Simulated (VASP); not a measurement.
# Na3F2 (P1) in VASP: single point with PBE

Aim: the single point of Na3F2 with PBE.

All numbers are computed with VASP 6.6.1; they aren't measurements. Logs are shortened: lines on timing, memory, paths and dates and some standing lists are left out, and cuts for length are marked.

### 1 The cell of the first run

The typed cell holds 5 atoms: a = 3.676 Å, b = 3.676 Å, c = 9.476 Å, α = 79.89°, β = 100.14°, γ = 119.99°.

### 2 Single point, PBE

INCAR

```
SYSTEM = Na3F2
PREC = Accurate
ENCUT = 520
EDIFF = 1E-6
ISMEAR = 0
SIGMA = 0.1
LREAL = .FALSE.
LASPH = .TRUE.
NELM = 80
ALGO = Normal
ISIF = 2
LWAVE = .FALSE.
LCHARG = .FALSE.
GGA = PE
NBANDS = 26
```

KPOINTS

```
Automatic mesh
0
G
  6 6 4
  0 0 0
```

POSCAR

```
Na3F2
1.0
    3.6616761630      0.0072845417     -0.3207427755
   -1.8228232190      3.1761085794      0.3220532618
   -0.8495643751      0.4812451278      9.4259726289
Na F
3 2
Direct
    0.1556412929     -0.1564834288      0.0506406282
    0.3557832558      0.6447843381      0.6837342933
    0.5896557003      0.4104326212      0.3672000752
    0.2332524870      0.7666675207      0.2913871065
    0.6656672640      0.3345989488      0.6070378968
```

Potentials or basis: VASP PAW PBE potentials, release 64 (Na_pv, F).

Launch:

```console
$ cat potpaw_PBE.64/Na_pv/POTCAR potpaw_PBE.64/F/POTCAR > POTCAR
$ mpirun -np 1 vasp_std > vasp.out
```

OUTCAR:

```text
SYSTEM = Na3F2
   PREC = Accurate
   ENCUT = 520
   EDIFF = 1E-6
   ISMEAR = 0
   LREAL = .FALSE.
   LASPH = .TRUE.
   NELM = 80
   ISIF = 2
   GGA = PE

 ion  position               nearest neighbor table
   1  0.156  0.844  0.051-   4 2.23
   2  0.356  0.645  0.684-   5 2.24   5 2.24   5 2.24
   3  0.590  0.410  0.367-   5 2.23   4 2.24   4 2.24   4 2.24
   4  0.233  0.767  0.291-   1 2.23   3 2.24   3 2.24   3 2.24
   5  0.666  0.335  0.607-   3 2.23   2 2.24   2 2.24   2 2.24

  LATTYP: Found a triclinic cell.
 ALAT       =     3.6757041931
 B/A-ratio  =     1.0001691953
 C/A-ratio  =     2.5781205233
 COS(alpha) =     0.0005131961
 COS(beta)  =     0.1760034779
 COS(gamma) =     0.4999637080

  Lattice vectors:

 A1 = (  -3.6616761630,  -0.0072845417,   0.3207427755)
 A2 = (  -1.8388529440,  -3.1833931211,  -0.0013104863)
 A3 = (  -0.8495643751,   0.4812451278,   9.4259726289)

Analysis of symmetry for initial positions (statically):
=====================================================================
 Subroutine PRICEL returns:
 Original cell was already a primitive cell.

 Routine SETGRP: Setting up the symmetry group for a
 triclinic supercell.

 Subroutine GETGRP returns: Found  1 space group operations
 (whereof  1 operations were pure point group operations)
 out of a pool of  2 trial point group operations.

The static configuration has the point symmetry C_1 .

Analysis of symmetry for dynamics (positions and initial velocities):
=====================================================================
 Subroutine PRICEL returns:
 Original cell was already a primitive cell.

 Routine SETGRP: Setting up the symmetry group for a
 triclinic supercell.

 Subroutine GETGRP returns: Found  1 space group operations
 (whereof  1 operations were pure point group operations)
 out of a pool of  2 trial point group operations.

The dynamic configuration has the point symmetry C_1 .

 Subroutine INISYM returns: Found  1 space group operations
 (whereof  1 operations are pure point group operations),
 and found     1 'primitive' translations

----------------------------------------------------------------------------------------

                                     Primitive cell

  volume of cell :     108.5945

  direct lattice vectors                    reciprocal lattice vectors
     3.661676163  0.007284542 -0.320742776     0.274258144  0.155701042  0.016769578
    -1.822823219  3.176108579  0.322053262    -0.002053693  0.315323223 -0.016283997
    -0.849564375  0.481245128  9.425972629     0.009402501 -0.005475391  0.107216844

  length of vectors
     3.675704193  3.676148596  9.476408418     0.315818877  0.315750093  0.107767521

  position of ions in fractional coordinates (direct lattice)
     0.155641293  0.843516571  0.050640628
     0.355783256  0.644784338  0.683734293
     0.589655700  0.410432621  0.367200075
     0.233252487  0.766667521  0.291387106
     0.665667264  0.334598949  0.607037897

  ion indices of the primitive-cell ions
   primitive index   ion index
                 1           1
                 2           2
                 3           3
                 4           4
                 5           5

----------------------------------------------------------------------------------------

 KPOINTS: Automatic mesh

Automatic generation of k-mesh.
 Grid dimensions read from file:
 generate k-points for:    6    6    4

 Generating k-lattice:

  Cartesian coordinates                     Fractional coordinates (reciprocal lattice)
     0.045709691  0.025950174  0.002794930     0.166666667  0.000000000  0.000000000
    -0.000342282  0.052553871 -0.002713999    -0.000000000  0.166666667  0.000000000
     0.002350625 -0.001368848  0.026804211     0.000000000 -0.000000000  0.250000000

  Length of vectors
     0.052636480  0.052625016  0.026941880

  Shift w.r.t. Gamma in fractional coordinates (k-lattice)
     0.000000000  0.000000000  0.000000000

 Subroutine IBZKPT returns following result:
 ===========================================

 Found     76 irreducible k-points:

 Following reciprocal coordinates:
            Coordinates               Weight
  0.000000  0.000000  0.000000      1.000000
  0.166667  0.000000 -0.000000      2.000000
  0.333333  0.000000  0.000000      2.000000
  0.500000  0.000000 -0.000000      1.000000
  0.000000  0.166667 -0.000000      2.000000
  0.166667  0.166667  0.000000      2.000000
[... 16 lines left out ...]
  0.333333  0.000000  0.250000      2.000000
  0.500000  0.000000  0.250000      2.000000
 [... further k-points ...]
   k-points           NKPTS =     76   k-points in BZ     NKDIM =     76   number of bands    NBANDS=     26
   number of dos      NEDOS =    301   number of ions     NIONS =      5
   total plane-waves  NPLWV =  54880
   dimension x,y,z NGX =    28 NGY =   28 NGZ =   70
   dimension x,y,z NGXF=    56 NGYF=   56 NGZF=  140
   ions per type =               3   2
   NGX,Y,Z   is equivalent  to a cutoff of  12.66, 12.66, 12.28 a.u.
   NGXF,Y,Z  is equivalent  to a cutoff of  25.33, 25.32, 24.56 a.u.
 SYSTEM =  Na3F2
   PREC   = accura    normal or accurate (medium, high low for compatibility)
   ISTART =      0    job   : 0-new  1-cont  2-samecut
   ICHARG =      2    charge: 1-file 2-atom 10-const
   ISPIN  =      1    spin polarized calculation?
   LNONCOLLINEAR =      F non collinear calculations
   LSORBIT =      F    spin-orbit coupling
   LASPH  =      T    aspherical Exc in radial PAW
   ENCUT  =  520.0 eV  38.22 Ry    6.18 a.u.   6.83  6.84 17.62*2*pi/ulx,y,z
   NELM   =     80;   NELMIN=  2; NELMDL= -5     # of ELM steps
   EDIFF  = 0.1E-05   stopping-criterion for ELM
   LREAL  =      F    real-space projection
   EDIFFG = 0.1E-04   stopping-criterion for IOM
   NSW    =      0    number of steps for IOM
   IBRION =     -1    ionic relax: 0-MD 1-quasi-New 2-CG
   NFREE  =      0    steps in history (QN), initial steepest desc. (CG)
   ISIF   =      2    stress and relaxation
   ISYM   =      2    0-nonsym 1-usesym 2-fastsym
   POTIM  = 0.5000    time-step for ionic-motion
   TEBEG  =    0.0;   TEEND  =   0.0 temperature during run
   PSTRESS=    0.0 pullay stress
   NELECT =      35.0000    total number of electrons
   NUPDOWN=      -1.0000    fix difference up-down
   EMIN   =  10.00;   EMAX   =-10.00  energy-range for DOS
   EFERMI =   0.00;   METHOD = LEGACY
   ISMEAR =     0;   SIGMA  =   0.10  broadening in eV -4-tet -1-fermi 0-gaus
   EFERMI_NEDOS =   21; number of points for ismear=-14 and -15
   IALGO  =     38    algorithm
   IMIX   =      4    mixing-type and parameters
     AMIX     =   0.40;   BMIX     =  1.00
     AMIX_MAG =   1.60;   BMIX_MAG =  1.00
  volume/ion in A,a.u.               =      21.72       146.57
  Fermi-wavevector in a.u.,A,eV,Ry     =   1.122436  2.121096 17.141470  1.259862
  Thomas-Fermi vector in A             =   2.259096
   LORBIT       =      0    0 simple, 1 ext, 2 COOP (PROOUT), +10 PAW based schemes
   GGA     = PE    functional components
   LHFCALC =     F    Hartree Fock is set to
   AEXX    =    0.0000 exact exchange contribution
   IVDW    =     0    specifies the selected vdW correction
   LEPSILON=     F    determine dielectric tensor
   LRPA    =     F    only Hartree local field effects (RPA)
 non-spin polarized calculation
 Gauss-broadening in eV      SIGMA  =   0.10
  energy-cutoff  :      520.00
  volume of cell :      108.59
 maximum number of plane-waves:      2944
   NGX = 13   NGY = 13   NGZ = 35

 number of electron      34.9999998 magnetization

 Free energy of the ion-electron system (eV)
  ---------------------------------------------------
  ext. energy  EPLUGINS =         0.00000000
  ---------------------------------------------------
  free energy    TOTEN  =       -17.91885240 eV

  energy without entropy =      -17.91303454  energy(sigma->0) =      -17.91594347

 E-fermi :   0.7118     XC(G=0):  -7.0889

 val. band max:        0.6561271938   @ k =   0.3333  -0.3333   0.2500
 cond. band min:       1.2530031428   @ k =  -0.0000   0.0000   0.5000
 fundamental gap:      0.5968759490
 Fermi energy:         0.7118025596

 k-point     1 :       0.0000    0.0000    0.0000
  band No.  band energies     occupation
      1     -23.8929      2.00000
      2     -23.8712      2.00000
      3     -23.8710      2.00000
      4     -23.4765      2.00000
      5     -23.2852      2.00000
      6     -23.2846      2.00000
[... 18 lines left out ...]
     25      12.7483      0.00000
     26      12.8234      0.00000

 k-point     2 :       0.1667    0.0000   -0.0000
  band No.  band energies     occupation
      1     -23.8944      2.00000
      2     -23.8792      2.00000
      3     -23.8730      2.00000
      4     -23.5065      2.00000
      5     -23.3292      2.00000
      6     -23.2877      2.00000
[... 18 lines left out ...]
     25      10.8025      0.00000
     26      11.3122      0.00000

 k-point     3 :       0.3333    0.0000    0.0000
  band No.  band energies     occupation
      1     -23.8982      2.00000
      2     -23.8952      2.00000
      3     -23.8769      2.00000
      4     -23.5843      2.00000
      5     -23.3584      2.00000
      6     -23.2932      2.00000
[... 18 lines left out ...]
     25       9.4122      0.00000
     26       9.8565      0.00000

 k-point     4 :       0.5000    0.0000   -0.0000
  band No.  band energies     occupation
      1     -23.9036      2.00000
      2     -23.9002      2.00000
      3     -23.8789      2.00000
      4     -23.6246      2.00000
      5     -23.3639      2.00000
      6     -23.3370      2.00000
[... 18 lines left out ...]
     25       9.5283      0.00000
     26       9.6902      0.00000
[... 496 lines left out ...]
      1     -23.8944      2.00000
      2     -23.8792      2.00000
      3     -23.8730      2.00000
      4     -23.5062      2.00000
      5     -23.3295      2.00000
      6     -23.2877      2.00000
[... 18 lines left out ...]
     25      10.8100      0.00000
     26      10.9740      0.00000

 k-point    23 :       0.3333    0.0000    0.2500
  band No.  band energies     occupation
      1     -23.8982      2.00000
      2     -23.8952      2.00000
      3     -23.8769      2.00000
      4     -23.5844      2.00000
      5     -23.3587      2.00000
      6     -23.2932      2.00000
[... 18 lines left out ...]
     25       9.8498      0.00000
     26      10.6315      0.00000

 k-point    24 :       0.5000    0.0000    0.2500
  band No.  band energies     occupation
      1     -23.9036      2.00000
      2     -23.9002      2.00000
      3     -23.8789      2.00000
      4     -23.6244      2.00000
      5     -23.3643      2.00000
      6     -23.3368      2.00000
[... 18 lines left out ...]
     25       9.5110      0.00000
     26       9.5502      0.00000

 [... further k-points ...]

------------------------ aborting loop because EDIFF is reached ----------------------------------------

  FORCE on cell =-STRESS in cart. coord.  units (eV):
  Direction    XX          YY          ZZ          XY          YZ          ZX
  --------------------------------------------------------------------------------------
  -------------------------------------------------------------------------------------
  Total       -0.0080244     -0.0180962     -0.0225278     -0.0061416      0.0213974     -0.0362962
  in kB       -0.1183899     -0.2669877     -0.3323695     -0.0906118      0.3156917     -0.5355050
  external PRESSURE =      -0.2392490 kB  Pullay stress =       0.0000000 kB

 VOLUME and BASIS-vectors are now :
 -----------------------------------------------------------------------------
  energy-cutoff  :      520.00
  volume of cell :      108.59
      direct lattice vectors                 reciprocal lattice vectors
     3.661676163  0.007284542 -0.320742776     0.274258144  0.155701042  0.016769578
    -1.822823219  3.176108579  0.322053262    -0.002053693  0.315323223 -0.016283997
    -0.849564375  0.481245128  9.425972629     0.009402501 -0.005475391  0.107216844

 POSITION                                       TOTAL-FORCE (eV/Angst)
 -----------------------------------------------------------------------------------
     -1.01070      2.70460      0.69907        -0.000215      0.000284     -0.009932
     -0.45344      2.37954      6.53840         0.000407     -0.000467      0.009689
      1.09902      1.48459      3.40427         0.000050     -0.000351      0.000315
     -0.79096      2.57695      2.91870        -0.000029      0.000113     -0.005899
      1.31183      1.35971      5.61617        -0.000213      0.000420      0.005827
 -----------------------------------------------------------------------------------
    total drift:                                0.001159     -0.000785     -0.001645

  FREE ENERGIE OF THE ION-ELECTRON SYSTEM (eV)
  ---------------------------------------------------
  free  energy   TOTEN  =       -17.9188524029 eV

  energy  without entropy=      -17.9130345375  energy(sigma->0) =      -17.91594347
```

It took 2.3 min on 1 thread of AMD EPYC 7R13 (Zen 3), shared host; peak memory 0.28 GiB.

Results:

```
Free energy            : -17.9189 eV
Pressure               : 0.0 GPa
Largest force          : 0.010 eV/Å
Band gap on the k mesh : zero (an odd number of electrons rules out a gap without spin polarisation)
```

Forces in eV/Å, atoms in the order of the input:
```
Na   0.000  0.000 -0.010
Na   0.000  0.000  0.010
Na   0.000  0.000  0.000
F    0.000  0.000 -0.006
F    0.000  0.000  0.006
```

Levels at points of the mesh, in eV from the Fermi level:
| k point | band 14 | band 15 | band 16 | band 17 | band 18 | band 19 | band 20 | band 21 | band 22 | band 23 |
| --- | --- | --- | --- | --- | --- | --- | --- | --- | --- | --- |
| (0.00, 0.00, 0.00) | -4.77 | -4.77 | -4.70 | -4.69 | -1.76 | 1.25 | 1.94 | 6.33 | 6.79 | 11.11 |
| (0.50, 0.00, 0.00) | -4.97 | -4.86 | -4.85 | -4.76 | 1.63 | 2.12 | 4.53 | 4.65 | 5.13 | 6.37 |
| (0.00, 0.50, 0.00) | -4.97 | -4.86 | -4.85 | -4.76 | 1.63 | 2.12 | 4.53 | 4.65 | 5.13 | 6.37 |
| (0.50, 0.50, 0.00) | -4.98 | -4.86 | -4.84 | -4.76 | 1.61 | 2.14 | 4.40 | 4.49 | 5.79 | 6.34 |
| (0.00, 0.00, 0.50) | -4.77 | -4.77 | -4.70 | -4.69 | -1.63 | 0.54 | 3.42 | 4.19 | 9.68 | 9.82 |
| (0.50, 0.00, 0.50) | -4.97 | -4.86 | -4.84 | -4.76 | 1.63 | 2.11 | 4.37 | 4.51 | 5.82 | 6.38 |
| (0.00, 0.50, 0.50) | -4.97 | -4.86 | -4.84 | -4.76 | 1.63 | 2.11 | 4.37 | 4.51 | 5.82 | 6.38 |
| (0.50, 0.50, 0.50) | -4.98 | -4.86 | -4.84 | -4.76 | 1.61 | 2.16 | 4.55 | 4.57 | 5.17 | 6.46 |

Caveat: an odd number of electrons without spin polarisation forces a metal; a magnetic or distorted state may lie lower.
